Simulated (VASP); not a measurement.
# HgSe in VASP: single point with PBE

Aim: the single point of HgSe with PBE.

Everything below comes from runs of VASP 6.6.1. Logs are shortened: lines on timing, memory, paths and dates and some standing lists are left out, and cuts for length are marked.

## Step 1: The cell of the first run

The cell holds a slab with vacuum, 6 atoms: a = 4.427 Å, b = 4.427 Å, c = 23.132 Å, α = 90.00°, β = 90.00°, γ = 120.00°.

## Step 2: Single point, PBE

INCAR

```
PREC = Accurate
ENCUT = 520
EDIFF = 1E-6
ISMEAR = 0
SIGMA = 0.1
LREAL = False
LASPH = True
NELM = 60
ALGO = Normal
ISIF = 2
LWAVE = False
LCHARG = False
LDIPOL = True
IDIPOL = 3
DIPOL = 0.5 0.5 0.500
GGA = PE
NBANDS = 36
```

KPOINTS

```
regular mesh
0
Gamma
  9 9 1
```

POSCAR

```
HgSe
1.0
    4.4266592229      0.0000000000      0.0000000000
   -2.2133296114      3.8335993409      0.0000000000
    0.0000000000      0.0000000000     23.1322922709
Se Hg
3 3
Direct
    0.0000000000      0.0000000000      0.3265940654
    0.3333333333      0.6666666667      0.4868853962
    0.6666666667      0.3333333333      0.6498484461
    0.3333333333      0.6666666667      0.3551821679
    0.6666666667      0.3333333333      0.5154502100
    0.0000000000      0.0000000000      0.6660397144
```

Potentials or basis: VASP PAW PBE potentials, release 64 (Se, Hg).

Launch:

```bash
> cat potpaw_PBE.64/Se/POTCAR potpaw_PBE.64/Hg/POTCAR > POTCAR
> mpirun -np 1 vasp_std > vasp.out
```

OUTCAR:

```text
PREC = Accurate
   ENCUT = 520
   EDIFF = 1E-6
   ISMEAR = 0
   LREAL = False
   LASPH = True
   NELM = 60
   ISIF = 2
   GGA = PE

 ion  position               nearest neighbor table
   1  0.000  0.000  0.327-   4 2.64   4 2.64   4 2.64
   2  0.333  0.667  0.487-   5 2.64   5 2.64   5 2.64   4 3.05
   3  0.667  0.333  0.650-   6 2.58   6 2.58   6 2.58   5 3.11
   4  0.333  0.667  0.355-   1 2.64   1 2.64   1 2.64   2 3.05
   5  0.667  0.333  0.515-   2 2.64   2 2.64   2 2.64   3 3.11
   6  0.000  0.000  0.666-   3 2.58   3 2.58   3 2.58

  LATTYP: Found a hexagonal cell.
 ALAT       =     4.4266592229
 C/A-ratio  =     5.2256772221

  Lattice vectors:

 A1 = (   4.4266592229,   0.0000000000,   0.0000000000)
 A2 = (  -2.2133296114,   3.8335993409,   0.0000000000)
 A3 = (   0.0000000000,   0.0000000000,  23.1322922709)

Analysis of symmetry for initial positions (statically):
=====================================================================
 Subroutine PRICEL returns:
 Original cell was already a primitive cell.

 Routine SETGRP: Setting up the symmetry group for a
 hexagonal supercell.

 Subroutine GETGRP returns: Found  6 space group operations
 (whereof  6 operations were pure point group operations)
 out of a pool of 24 trial point group operations.

The static configuration has the point symmetry C_3v.

Analysis of symmetry for dynamics (positions and initial velocities):
=====================================================================
 Subroutine PRICEL returns:
 Original cell was already a primitive cell.

 Routine SETGRP: Setting up the symmetry group for a
 hexagonal supercell.

 Subroutine GETGRP returns: Found  6 space group operations
 (whereof  6 operations were pure point group operations)
 out of a pool of 24 trial point group operations.

The dynamic configuration has the point symmetry C_3v.

 Subroutine INISYM returns: Found  6 space group operations
 (whereof  6 operations are pure point group operations),
 and found     1 'primitive' translations

----------------------------------------------------------------------------------------

                                     Primitive cell

  volume of cell :     392.5559

  direct lattice vectors                    reciprocal lattice vectors
     4.426659223  0.000000000  0.000000000     0.225903994  0.130425732  0.000000000
    -2.213329611  3.833599341  0.000000000     0.000000000  0.260851464  0.000000000
     0.000000000  0.000000000 23.132292271     0.000000000  0.000000000  0.043229611

  length of vectors
[... 89 lines left out ...]
   NUPDOWN=      -1.0000    fix difference up-down
   EMIN   =  10.00;   EMAX   =-10.00  energy-range for DOS
   EFERMI =   0.00;   METHOD = LEGACY
   ISMEAR =     0;   SIGMA  =   0.10  broadening in eV -4-tet -1-fermi 0-gaus
   EFERMI_NEDOS =   21; number of points for ismear=-14 and -15
   IALGO  =     38    algorithm
   IMIX   =      4    mixing-type and parameters
     AMIX     =   0.40;   BMIX     =  1.00
     AMIX_MAG =   1.60;   BMIX_MAG =  1.00
  volume/ion in A,a.u.               =      65.43       441.52
  Fermi-wavevector in a.u.,A,eV,Ry     =   0.845095  1.596998  9.717087  0.714186
  Thomas-Fermi vector in A             =   1.960228
   LORBIT       =      0    0 simple, 1 ext, 2 COOP (PROOUT), +10 PAW based schemes
   GGA     = PE    functional components
   LHFCALC =     F    Hartree Fock is set to
   AEXX    =    0.0000 exact exchange contribution
   IVDW    =     0    specifies the selected vdW correction
   LEPSILON=     F    determine dielectric tensor
   LRPA    =     F    only Hartree local field effects (RPA)
 non-spin polarized calculation
 Gauss-broadening in eV      SIGMA  =   0.10
  energy-cutoff  :      520.00
  volume of cell :      392.56
 maximum number of plane-waves:     10602
 NGX is ok and might be reduce to    36
   NGX = 17   NGY = 17   NGZ = 87

 number of electron      53.9999994 magnetization

 dipolmoment           0.000000      0.000000     -0.199830 electrons x Angstroem

 Free energy of the ion-electron system (eV)
  ---------------------------------------------------
  ext. energy  EPLUGINS =         0.00000000
  ---------------------------------------------------
  free energy    TOTEN  =       -11.55249905 eV

  energy without entropy =      -11.54445584  energy(sigma->0) =      -11.54847744

 E-fermi :  -2.0818     XC(G=0):  -4.5104

 val. band max:       -2.1143000204   @ k =   0.1111  -0.0000   0.0000
 cond. band min:      -2.0793842518   @ k =   0.1111  -0.0000   0.0000
 fundamental gap:      0.0349157686
 Fermi energy:        -2.0818418705

 k-point     1 :       0.0000    0.0000    0.0000
  band No.  band energies     occupation
      1     -15.9369      2.00000
      2     -15.0537      2.00000
      3     -14.2862      2.00000
      4     -10.1228      2.00000
      5     -10.1228      2.00000
      6      -9.2451      2.00000
[... 457 lines left out ...]
     35       4.0043      0.00000
     36       4.0167      0.00000

------------------------ aborting loop because EDIFF is reached ----------------------------------------

 vacuum level on the upper side and lower side of the slab       (xc-potential included)        -1.048         1.035

  FORCE on cell =-STRESS in cart. coord.  units (eV):
  Direction    XX          YY          ZZ          XY          YZ          ZX
  --------------------------------------------------------------------------------------
  -------------------------------------------------------------------------------------
  Total        1.5226653      1.5226653      0.0659307      0.0000000      0.0000000      0.0000000
  in kB        6.2146052      6.2146052      0.2690896      0.0000000      0.0000000      0.0000000
  external PRESSURE =       4.2327667 kB  Pullay stress =       0.0000000 kB

 VOLUME and BASIS-vectors are now :
 -----------------------------------------------------------------------------
  energy-cutoff  :      520.00
  volume of cell :      392.56
      direct lattice vectors                 reciprocal lattice vectors
     4.426659223  0.000000000  0.000000000     0.225903994  0.130425732  0.000000000
    -2.213329611  3.833599341  0.000000000     0.000000000  0.260851464  0.000000000
     0.000000000  0.000000000 23.132292271     0.000000000  0.000000000  0.043229611

 POSITION                                       TOTAL-FORCE (eV/Angst)
 -----------------------------------------------------------------------------------
      0.00000      0.00000      7.55487         0.000000     -0.000000     -0.025677
     -0.00000      2.55573     11.26278        -0.000000      0.000000     -0.018120
      2.21333      1.27787     15.03248         0.000000     -0.000000     -0.008177
     -0.00000      2.55573      8.21618        -0.000000      0.000000      0.015457
      2.21333      1.27787     11.92354         0.000000     -0.000000      0.018608
      0.00000      0.00000     15.40703        -0.000000      0.000000      0.017910
 -----------------------------------------------------------------------------------
    total drift:                               -0.000000      0.000000     -0.000312

  FREE ENERGIE OF THE ION-ELECTRON SYSTEM (eV)
  ---------------------------------------------------
  free  energy   TOTEN  =       -11.5524990450 eV

  energy  without entropy=      -11.5444558414  energy(sigma->0) =      -11.54847744

 vacuum level on the upper side and lower side of the slab         1.834         3.965
```

OSZICAR:

```text
N       E                     dE             d eps       ncg     rms          rms(c)
DAV:   1     0.397954151915E+03    0.39795E+03   -0.21256E+04   864   0.119E+03
DAV:   2     0.208951558308E+02   -0.37706E+03   -0.36117E+03  1052   0.272E+02
DAV:   3    -0.122147137146E+02   -0.33110E+02   -0.32853E+02  1016   0.783E+01
DAV:   4    -0.128907555563E+02   -0.67604E+00   -0.67405E+00   980   0.114E+01
[... 14 lines left out ...]
DAV:  19    -0.115524859527E+02   -0.16064E-04   -0.37827E-06   856   0.632E-03    0.285E-03
DAV:  20    -0.115524926825E+02   -0.67298E-05   -0.65736E-07   724   0.335E-03    0.125E-03
DAV:  21    -0.115524960680E+02   -0.33855E-05   -0.36157E-07   744   0.314E-03    0.107E-03
DAV:  22    -0.115524986681E+02   -0.26001E-05   -0.21607E-07   704   0.196E-03    0.104E-03
DAV:  23    -0.115524990450E+02   -0.37690E-06   -0.24981E-08   756   0.615E-04
   1 F= -.11552499E+02 E0= -.11548477E+02  d E =-.804320E-02
```

It took 5.1 min on 1 thread of Intel Xeon 6975P-C, shared host; peak memory 0.58 GiB.

Results:

* Free energy: -11.5525 eV
* Largest force: 0.026 eV/Å
* Band gap on the k mesh: zero (band 27 reaches -1.91 eV, above the bottom of band 28 at -2.08 eV)

Forces in eV/Å, atoms in the order of the input:
```
Se   0.000  0.000 -0.026
Se   0.000  0.000 -0.018
Se   0.000  0.000 -0.008
Hg   0.000  0.000  0.015
Hg   0.000  0.000  0.019
Hg   0.000  0.000  0.018
```

Caveat: spin-orbit coupling is left out, which moves the levels of the heavy elements.
